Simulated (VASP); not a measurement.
AlCo3:

```
Al Co
1.0
     3.57495    0.00000    0.00000
     0.00000    3.57495    0.00000
     0.00000    0.00000    3.57495
Al Co
1 3
Direct
  0.00000 0.00000 0.00000
  0.50000 0.50000 0.00000
  0.50000 0.00000 0.50000
  0.00000 0.50000 0.50000
```

Base run:

- Program: VASP 6.6.1
- Functional: r2SCAN
- Potentials or basis: VASP PAW PBE potentials, release 64 (Al, Co)
- Cutoff: 520 eV
- k mesh: 12 × 12 × 12
- Occupations: gaussian, width 0.1 eV
- Spin: collinear spin, ferromagnetic start
- Starting moments: [0.0, 1.76, 1.76, 1.76] μB

Its results: pressure 1.3 GPa; net moment 4.50 μB per cell; site moments Al -0.04; Co +1.57 μB.

The run is repeated on the same cell with these changes: k mesh from 12 × 12 × 12 to 8 × 8 × 8, shifted. What comes out?

Pressure 0.8 GPa; net moment 4.42 μB per cell; site moments Al -0.04; Co +1.55 μB.

Caveats: the PAW data sets were made with another functional, which shifts forces and pressure a little.
